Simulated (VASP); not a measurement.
Set up this calculation in VASP 6.6.1, as the native input.

| Quantity | Value |
| --- | --- |
| Task | single point |
| Functional | PBEsol |
| Potentials or basis | VASP PAW PBE potentials, release 64 (Ta_pv, C, N, H) |
| Cutoff | 520 eV |
| k mesh | 5 × 5 × 1 |
| Occupations | fermi-dirac, width 0.05 eV |
| Spin | no spin polarisation |
| Dipole correction | yes |
| Further INCAR settings | LREAL = Auto; ALGO = Fast; EDIFF = 1e-06; NBANDS = 84 |

The structure of Ta12HCN lies in POSCAR:

```
Ta12HCN
1.0
    5.7202017150      0.0000000000      0.0000000000
   -1.9067339050      5.3930578966      0.0000000000
    0.0000000000      0.0000000000     24.8861251426
Ta C N H
12 1 1 1
Direct
    0.2500000000      0.2500000000      0.3214642679
    0.2500000000      0.7500000000      0.3214642679
    0.7500000000      0.2500000000      0.3214642679
    0.7500000000      0.7500000000      0.3214642679
    0.5000000000      0.5000000000      0.4153022020
    0.5000000000      0.0000000000      0.4153022020
    0.0000000000      0.5000000000      0.4153022020
    0.0000000000      0.0000000000      0.4153022020
    0.7500000000      0.7500000000      0.5091401361
    0.7500000000      0.2500000000      0.5091401361
    0.2500000000      0.7500000000      0.5091401361
    0.2500000000      0.2500000000      0.5091401361
    0.2500000000      0.2500000000      0.6729703820
    0.2500000000      0.2500000000      0.6264745939
    0.2500000000      0.2500000000      0.7155041229
```

One way to write it, as run:

INCAR

```
SYSTEM = Ta12HCN
ALGO = Fast
DIPOL = 0.5 0.5 0.467
EDIFF = 1E-6
ENCUT = 520
GGA = PS
IDIPOL = 3
ISIF = 2
ISMEAR = -1
LASPH = .True.
LCHARG = .True.
LDIPOL = .True.
LELF = .True.
LREAL = Auto
LVACPOTAV = .True.
LVHAR = .True.
LWAVE = .False.
NBANDS = 84
NELM = 100
PREC = Accurate
SIGMA = 0.05
```

KPOINTS

```
k-points
0
Gamma
  5 5 1
  0 0 0
```

Potentials or basis: VASP PAW PBE potentials, release 64 (Ta_pv, C, N, H).

The run is started by

```sh
$ cat potpaw_PBE.64/Ta_pv/POTCAR potpaw_PBE.64/C/POTCAR potpaw_PBE.64/N/POTCAR potpaw_PBE.64/H/POTCAR > POTCAR
$ mpirun -np 1 vasp_std > vasp.out
```

It gave:

| Property | Result |
| --- | --- |
| Largest force | 0.975 eV/Å |
| Band gap on the k mesh | zero (bands 71 and 72 overlap by 0.76 eV) |

Caveat: the PAW data sets were made with another functional, which shifts forces and pressure a little; spin-orbit coupling is left out, which moves the levels of the heavy elements.

It took 54 min on 1 thread of Oxide Virtual Turin-like Processor, on a shared host, peak memory 1.1 GiB.
